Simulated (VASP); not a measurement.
Wanted: the native input for a VASP 6.6.1 run.

```yaml
Task: single point
Functional: PBE
Potentials_or_basis: VASP PAW PBE potentials, release 64 (As, Bi_d)
Cutoff: 520 eV
k_mesh: 10 × 10 × 10
Occupations: fermi-dirac, width 0.05 eV
Spin: no spin polarisation
Dipole_correction: no
Further_INCAR_settings: ALGO = Normal; EDIFF = 1e-06; NBANDS = 17
```

The structure of BiAs (zincblende type) lies in POSCAR:

```
BiAs
1.0
    0.0000000000      3.3531471192      3.3531471192
    3.3531471192      0.0000000000      3.3531471192
    3.3531471192      3.3531471192      0.0000000000
As Bi
1 1
Direct
    0.0000000000      0.0000000000      0.0000000000
    0.2500000000      0.2500000000      0.2500000000
```

The input as run:

INCAR

```
SYSTEM = BiAs
  PREC = Accurate
  ENCUT = 520
  EDIFF = 1E-6
  ISMEAR = -1
  SIGMA = 0.05
  LREAL = .False.
  LASPH = .True.
  NELM = 100
  ALGO = Normal
  ISIF = 2
  LWAVE = .False.
  LCHARG = .False.
  GGA = PE
  NBANDS = 17
```

KPOINTS

```
regular mesh
0
Gamma
  10 10 10
  0 0 0
```

Potentials or basis: VASP PAW PBE potentials, release 64 (As, Bi_d).

Command:

```sh
$ cat potpaw_PBE.64/As/POTCAR potpaw_PBE.64/Bi_d/POTCAR > POTCAR
$ mpirun -np 1 vasp_std > vasp.out
```

It gave:

The pressure is 0.0 GPa. The band gap on the k mesh is zero (bands 10 and 11 overlap by 0.74 eV).

Caveat: spin-orbit coupling is left out, which moves the levels of the heavy elements.

Wall time 24 s on 1 thread of AMD EPYC 9R45 96-Core Processor (Zen 5) (shared host), peak memory 0.2 GiB.
